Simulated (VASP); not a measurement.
# Ag (I4/mmm) in VASP: further runs

The runs below take Ag through single point, with PBE.

Everything below comes from runs of VASP 6.6.1. Logs are shortened: lines on timing, memory, paths and dates and some standing lists are left out, and cuts for length are marked.

## 1. The cell of the first run

It takes space group I4/mmm (No. 139, tetragonal). Conventional cell: a = 2.962 Å, b = 2.962 Å, c = 3.882 Å, α = 90.00°, β = 90.00°, γ = 90.00°. Within 3.9 Å of Ag (site symmetry 4/mmm) lie 14 Ag at 2.86 to 3.88 Å.

## 2. Single point, PBE (strain +0.025 along x and y, -0.050 along z)

INCAR

```
SYSTEM = Ag
PREC = Accurate ; ENCUT = 520
EDIFF = 1E-6 ; ISMEAR = 0
SIGMA = 0.15 ; LREAL = .FALSE.
LASPH = .TRUE. ; NELM = 60
ALGO = Normal ; ISIF = 2
LWAVE = .FALSE. ; LCHARG = .FALSE.
GGA = PE ; NBANDS = 12
```

KPOINTS

```
Automatic mesh
0
G
  20 20 20
  0 0 0
```

POSCAR

```
Ag
1.0
    0.0000000000      2.0941775000      1.9409450000
    2.0941775000      0.0000000000      1.9409450000
    2.0941775000      2.0941775000      0.0000000000
Ag
1
Direct
    0.0000000000      0.0000000000      0.0000000000
```

Potentials or basis: VASP PAW PBE potentials, release 64 (Ag).

Started as:

```
cat potpaw_PBE.64/Ag/POTCAR > POTCAR
mpirun -np 1 vasp_std > vasp.out
```

OUTCAR:

```text
SYSTEM = Ag
   PREC = Accurate
   ENCUT = 520
   EDIFF = 1E-6
   ISMEAR = 0
   LREAL = .FALSE.
   LASPH = .TRUE.
   NELM = 60
   ISIF = 2
   GGA = PE

 ion  position               nearest neighbor table
   1  0.000  0.000  0.000-

  LATTYP: Found a body centered tetragonal cell.
 ALAT       =     2.9616142225
 C/A-ratio  =     1.3107345212

  Lattice vectors:

 A1 = (   0.0000000000,  -2.0941775000,  -1.9409450000)
 A2 = (   0.0000000000,   2.0941775000,  -1.9409450000)
 A3 = (   2.0941775000,   0.0000000000,   1.9409450000)

Analysis of symmetry for initial positions (statically):
=====================================================================
 Subroutine PRICEL returns:
 Original cell was already a primitive cell.

 Routine SETGRP: Setting up the symmetry group for a
 body centered tetragonal supercell.

 Subroutine GETGRP returns: Found 16 space group operations
 (whereof 16 operations were pure point group operations)
 out of a pool of 16 trial point group operations.

The static configuration has the point symmetry D_4h.

Analysis of symmetry for dynamics (positions and initial velocities):
=====================================================================
 Subroutine PRICEL returns:
 Original cell was already a primitive cell.

 Routine SETGRP: Setting up the symmetry group for a
 body centered tetragonal supercell.

 Subroutine GETGRP returns: Found 16 space group operations
 (whereof 16 operations were pure point group operations)
 out of a pool of 16 trial point group operations.

The dynamic configuration has the point symmetry D_4h.

 Subroutine INISYM returns: Found 16 space group operations
 (whereof 16 operations are pure point group operations),
 and found     1 'primitive' translations

----------------------------------------------------------------------------------------

                                     Primitive cell

  volume of cell :      17.0243

  direct lattice vectors                    reciprocal lattice vectors
     0.000000000  2.094177500  1.940945000    -0.238757221  0.238757221  0.257606475
     2.094177500  0.000000000  1.940945000     0.238757221 -0.238757221  0.257606475
     2.094177500  2.094177500  0.000000000     0.238757221  0.238757221 -0.257606475

  length of vectors
     2.855319053  2.855319053  2.961614223     0.424701209  0.424701209  0.424701209

  position of ions in fractional coordinates (direct lattice)
     0.000000000  0.000000000  0.000000000

  ion indices of the primitive-cell ions
   primitive index   ion index
                 1           1

----------------------------------------------------------------------------------------

 KPOINTS: Automatic mesh

Automatic generation of k-mesh.
 Grid dimensions read from file:
 generate k-points for:   20   20   20

 Generating k-lattice:

  Cartesian coordinates                     Fractional coordinates (reciprocal lattice)
    -0.011937861  0.011937861  0.012880324     0.050000000 -0.000000000  0.000000000
     0.011937861 -0.011937861  0.012880324    -0.000000000  0.050000000  0.000000000
     0.011937861  0.011937861 -0.012880324     0.000000000  0.000000000  0.050000000

  Length of vectors
     0.021235060  0.021235060  0.021235060

  Shift w.r.t. Gamma in fractional coordinates (k-lattice)
     0.000000000  0.000000000  0.000000000

 Subroutine IBZKPT returns following result:
 ===========================================

 Found    641 irreducible k-points:

 Following reciprocal coordinates:
            Coordinates               Weight
  0.000000  0.000000  0.000000      1.000000
  0.050000  0.000000  0.000000      8.000000
  0.100000  0.000000  0.000000      8.000000
  0.150000 -0.000000  0.000000      8.000000
  0.200000  0.000000  0.000000      8.000000
  0.250000 -0.000000  0.000000      8.000000
[... 16 lines left out ...]
 -0.400000  0.050000  0.000000      8.000000
 -0.350000  0.050000  0.000000      8.000000
 [... further k-points ...]
   k-points           NKPTS =    641   k-points in BZ     NKDIM =    641   number of bands    NBANDS=     12
   number of dos      NEDOS =    301   number of ions     NIONS =      1
   total plane-waves  NPLWV =  13824
   dimension x,y,z NGX =    24 NGY =   24 NGZ =   24
   dimension x,y,z NGXF=    48 NGYF=   48 NGZF=   48
   ions per type =               1
   NGX,Y,Z   is equivalent  to a cutoff of  13.97, 13.97, 13.47 a.u.
   NGXF,Y,Z  is equivalent  to a cutoff of  27.95, 27.95, 26.94 a.u.
 SYSTEM =  Ag
   PREC   = accura    normal or accurate (medium, high low for compatibility)
   ISTART =      0    job   : 0-new  1-cont  2-samecut
   ICHARG =      2    charge: 1-file 2-atom 10-const
   ISPIN  =      1    spin polarized calculation?
   LNONCOLLINEAR =      F non collinear calculations
   LSORBIT =      F    spin-orbit coupling
   LASPH  =      T    aspherical Exc in radial PAW
   ENCUT  =  520.0 eV  38.22 Ry    6.18 a.u.   5.31  5.31  5.51*2*pi/ulx,y,z
   NELM   =     60;   NELMIN=  2; NELMDL= -5     # of ELM steps
   EDIFF  = 0.1E-05   stopping-criterion for ELM
   LREAL  =      F    real-space projection
   EDIFFG = 0.1E-04   stopping-criterion for IOM
   NSW    =      0    number of steps for IOM
   IBRION =     -1    ionic relax: 0-MD 1-quasi-New 2-CG
   NFREE  =      0    steps in history (QN), initial steepest desc. (CG)
   ISIF   =      2    stress and relaxation
   ISYM   =      2    0-nonsym 1-usesym 2-fastsym
   POTIM  = 0.5000    time-step for ionic-motion
   TEBEG  =    0.0;   TEEND  =   0.0 temperature during run
   PSTRESS=    0.0 pullay stress
   NELECT =      11.0000    total number of electrons
   NUPDOWN=      -1.0000    fix difference up-down
   EMIN   =  10.00;   EMAX   =-10.00  energy-range for DOS
   EFERMI =   0.00;   METHOD = LEGACY
   ISMEAR =     0;   SIGMA  =   0.15  broadening in eV -4-tet -1-fermi 0-gaus
   EFERMI_NEDOS =   21; number of points for ismear=-14 and -15
   IALGO  =     38    algorithm
   IMIX   =      4    mixing-type and parameters
     AMIX     =   0.40;   BMIX     =  1.00
     AMIX_MAG =   1.60;   BMIX_MAG =  1.00
  volume/ion in A,a.u.               =      17.02       114.89
  Fermi-wavevector in a.u.,A,eV,Ry     =   1.415302  2.674532 27.253538  2.003079
  Thomas-Fermi vector in A             =   2.536754
   LORBIT       =      0    0 simple, 1 ext, 2 COOP (PROOUT), +10 PAW based schemes
   GGA     = PE    functional components
   LHFCALC =     F    Hartree Fock is set to
   AEXX    =    0.0000 exact exchange contribution
   IVDW    =     0    specifies the selected vdW correction
   LEPSILON=     F    determine dielectric tensor
   LRPA    =     F    only Hartree local field effects (RPA)
 non-spin polarized calculation
 Gauss-broadening in eV      SIGMA  =   0.15
  energy-cutoff  :      520.00
  volume of cell :       17.02
 maximum number of plane-waves:       483
 NGX is ok and might be reduce to    24
   NGX = 11   NGY = 11   NGZ = 11

 number of electron      10.9999998 magnetization

 Free energy of the ion-electron system (eV)
  ---------------------------------------------------
  ext. energy  EPLUGINS =         0.00000000
  ---------------------------------------------------
  free energy    TOTEN  =        -2.70283991 eV

  energy without entropy =       -2.70035677  energy(sigma->0) =       -2.70159834

 E-fermi :   8.4809     XC(G=0): -12.2186

 val. band max:        8.4623195415   @ k =   0.5000   0.1000   0.3000
 cond. band min:       8.5176639390   @ k =   0.5000  -0.0000   0.1000
 fundamental gap:      0.0553443975
 Fermi energy:         8.4808616755

 k-point     1 :       0.0000    0.0000    0.0000
  band No.  band energies     occupation
      1       0.6736      2.00000
      2       3.5067      2.00000
      3       3.5067      2.00000
      4       3.9485      2.00000
      5       4.4234      2.00000
      6       4.8876      2.00000
      7      24.5690      0.00000
      8      27.7291      0.00000
      9      27.7291      0.00000
     10      28.8005      0.00000
     11      32.8794      0.00000
     12      33.4810      0.00000

 k-point     2 :       0.0500    0.0000    0.0000
  band No.  band energies     occupation
      1       0.7524      2.00000
      2       3.5059      2.00000
      3       3.5288      2.00000
      4       3.9516      2.00000
      5       4.4202      2.00000
      6       4.8747      2.00000
      7      24.5851      0.00000
      8      27.2500      0.00000
      9      27.7675      0.00000
     10      28.5985      0.00000
     11      32.9193      0.00000
     12      33.5899      0.00000

 k-point     3 :       0.1000    0.0000    0.0000
  band No.  band energies     occupation
      1       0.9820      2.00000
      2       3.4997      2.00000
      3       3.5851      2.00000
      4       3.9688      2.00000
      5       4.4200      2.00000
      6       4.8419      2.00000
      7      24.4498      0.00000
      8      26.0702      0.00000
      9      27.8677      0.00000
     10      28.5441      0.00000
     11      32.0864      0.00000
     12      33.3946      0.00000
[... 286 lines left out ...]
 k-point    23 :      -0.4000    0.0500    0.0000
  band No.  band energies     occupation
      1       2.1390      2.00000
      2       3.4675      2.00000
      3       3.8539      2.00000
      4       5.1557      2.00000
      5       5.3777      2.00000
      6       7.0385      2.00000
      7      13.7699      0.00000
      8      23.7640      0.00000
      9      26.0143      0.00000
     10      26.6158      0.00000
     11      30.6373      0.00000
     12      31.7119      0.00000

 k-point    24 :      -0.3500    0.0500    0.0000
  band No.  band energies     occupation
      1       2.1922      2.00000
      2       3.5222      2.00000
      3       3.9063      2.00000
      4       4.9652      2.00000
      5       5.1643      2.00000
      6       6.0508      2.00000
      7      15.4354      0.00000
      8      24.1091      0.00000
      9      26.6242      0.00000
     10      26.8211      0.00000
     11      30.4363      0.00000
     12      31.3941      0.00000

 [... further k-points ...]

------------------------ aborting loop because EDIFF is reached ----------------------------------------

  FORCE on cell =-STRESS in cart. coord.  units (eV):
  Direction    XX          YY          ZZ          XY          YZ          ZX
  --------------------------------------------------------------------------------------
  -------------------------------------------------------------------------------------
  Total        0.4359133      0.4359133      0.6814627      0.0000000      0.0000000     -0.0000000
  in kB       41.0242374     41.0242374     64.1331365      0.0000000      0.0000000     -0.0000000
  external PRESSURE =      48.7272038 kB  Pullay stress =       0.0000000 kB

 VOLUME and BASIS-vectors are now :
 -----------------------------------------------------------------------------
  energy-cutoff  :      520.00
  volume of cell :       17.02
      direct lattice vectors                 reciprocal lattice vectors
     0.000000000  2.094177500  1.940945000    -0.238757221  0.238757221  0.257606475
     2.094177500  0.000000000  1.940945000     0.238757221 -0.238757221  0.257606475
     2.094177500  2.094177500  0.000000000     0.238757221  0.238757221 -0.257606475

 POSITION                                       TOTAL-FORCE (eV/Angst)
 -----------------------------------------------------------------------------------
      0.00000      0.00000      0.00000         0.000000      0.000000      0.000000
 -----------------------------------------------------------------------------------
    total drift:                               -0.000000      0.000000      0.000000

  FREE ENERGIE OF THE ION-ELECTRON SYSTEM (eV)
  ---------------------------------------------------
  free  energy   TOTEN  =        -2.7028399064 eV

  energy  without entropy=       -2.7003567727  energy(sigma->0) =       -2.70159834
```

Wall time 35 s (1 thread of Intel Xeon 6975P-C (Granite Rapids), shared host); peak memory 0.24 GiB.

What came out:

| Property | Result |
| --- | --- |
| Free energy | -2.7028 eV |
| Pressure | 4.9 GPa |
| Band gap on the k mesh | zero (an odd number of electrons rules out a gap without spin polarisation) |

Stress tensor (GPa, compression positive):
```
4.10 0.00 0.00
0.00 4.10 0.00
0.00 0.00 6.41
```

Caveat: the cell differs from its parent crystal (strain +0.025 along x and y, -0.050 along z); the cell stands under pressure.

## 3. Single point, PBE (strain +0.025 along x and y, -0.025 along z)

INCAR

```
SYSTEM = Ag
  PREC = Accurate
  ENCUT = 520
  EDIFF = 1E-6
  ISMEAR = 0
  SIGMA = 0.15
  LREAL = .False.
  LASPH = .True.
  NELM = 80
  ALGO = Normal
  ISIF = 2
  LWAVE = .False.
  LCHARG = .True.
  GGA = PE
  LELF = .True.
  LVHAR = .True.
  NBANDS = 12
```

KPOINTS

```
regular mesh
0
Gamma
  20 20 20
  0 0 0
```

POSCAR

```
Ag
1.0
    0.0000000000      2.0941775000      1.9920225000
    2.0941775000      0.0000000000      1.9920225000
    2.0941775000      2.0941775000      0.0000000000
Ag
1
Direct
    0.0000000000      0.0000000000      0.0000000000
```

Potentials or basis: VASP PAW PBE potentials, release 64 (Ag).

Started as:

```
cat potpaw_PBE.64/Ag/POTCAR > POTCAR
mpirun -np 1 vasp_std > vasp.out
```

It took 36 s on 1 thread of Intel Xeon 6975P-C (Granite Rapids), shared host; peak memory 0.25 GiB.

Results (log left out):

```yaml
Free_energy: -2.7162 eV
Pressure: 1.9 GPa
Band_gap_on_the_k_mesh: zero (an odd number of electrons rules out a gap without spin polarisation)
```

Stress tensor (GPa, compression positive):
```
1.39 0.00 0.00
0.00 1.39 0.00
0.00 0.00 3.02
```

Levels at points of the mesh, in eV from the Fermi level:
| k point | band 3 | band 4 | band 5 | band 6 | band 7 | band 8 | band 9 | band 10 |
| --- | --- | --- | --- | --- | --- | --- | --- | --- |
| (0.00, 0.00, 0.00) | -4.83 | -4.54 | -3.90 | -3.60 | 15.99 | 19.18 | 19.18 | 19.82 |
| (0.50, 0.00, 0.00) | -4.61 | -3.06 | -2.91 | -0.34 | 3.47 | 15.05 | 17.04 | 18.37 |
| (0.50, 0.50, 0.00) | -3.02 | -2.77 | -2.77 | 2.20 | 7.36 | 9.94 | 9.94 | 16.32 |
| (0.50, 0.00, 0.50) | -3.02 | -2.90 | -2.69 | 1.34 | 6.14 | 10.81 | 10.88 | 17.17 |

Caveat: the cell differs from its parent crystal (strain +0.025 along x and y, -0.025 along z).

## 4. Single point, PBE (strain +0.050 along x and y, -0.050 along z)

INCAR

```
SYSTEM = Ag
PREC = Accurate ; ENCUT = 520
EDIFF = 1E-6 ; ISMEAR = 0
SIGMA = 0.15 ; LREAL = .False.
LASPH = .True. ; NELM = 100
ALGO = Normal ; ISIF = 2
LWAVE = .False. ; LCHARG = .False.
GGA = PE ; NBANDS = 12
```

KPOINTS is that of step 3.

POSCAR

```
Ag
1.0
    0.0000000000      2.1452550000      1.9409450000
    2.1452550000      0.0000000000      1.9409450000
    2.1452550000      2.1452550000      0.0000000000
Ag
1
Direct
    0.0000000000      0.0000000000      0.0000000000
```

Started as:

```
cat potpaw_PBE.64/Ag/POTCAR > POTCAR
mpirun -np 1 vasp_std > vasp.out
```

Run time: 33 s. Hardware: 1 thread of Intel Xeon 6975P-C (Granite Rapids), shared host; peak memory 0.25 GiB.

The run converged. Its results:

- Free energy: -2.7113 eV
- Pressure: 0.0 GPa
- Band gap on the k mesh: zero (an odd number of electrons rules out a gap without spin polarisation)

Stress tensor (GPa, compression positive):
```
-0.77  0.00  0.00
 0.00 -0.77  0.00
 0.00  0.00  1.44
```

Levels at points of the mesh, in eV from the Fermi level:
| k point | band 4 | band 5 | band 6 | band 7 | band 8 | band 9 |
| --- | --- | --- | --- | --- | --- | --- |
| (0.00, 0.00, 0.00) | -4.28 | -4.01 | -3.46 | 16.06 | 18.84 | 18.84 |
| (0.50, 0.00, 0.00) | -3.11 | -2.83 | -0.26 | 3.39 | 14.70 | 16.28 |
| (0.50, 0.50, 0.00) | -2.76 | -2.76 | 2.84 | 8.04 | 9.29 | 9.29 |
| (0.50, 0.00, 0.50) | -3.00 | -2.63 | 1.12 | 5.60 | 11.03 | 11.16 |

Caveat: the cell differs from its parent crystal (strain +0.050 along x and y, -0.050 along z).

## 5. The runs side by side

```tsv
cell	gap on the mesh (eV)	pressure (GPa)
a = 2.855, b = 2.855, c = 2.962 Å, angles 58.8, 58.8, 62.5°, 1 atom	none	4.9
a = 2.890, b = 2.890, c = 2.962 Å, angles 59.2, 59.2, 61.6°, 1 atom	none	1.9
a = 2.893, b = 2.893, c = 3.034 Å, angles 58.4, 58.4, 63.2°, 1 atom	none	0.0
```

Alike in all rows: task single point; level PBE; potentials or basis VASP PAW PBE potentials, release 64 (Ag); no spin polarisation; k mesh 20 × 20 × 20; cutoff (eV) 520; smearing gaussian 0.15 eV.

Caveats: the cell stands under pressure (at least some runs).

Absolute energies hang on the potentials; compare differences alone.

The gap in the log of VASP goes by the Fermi energy; the results here count the filled bands.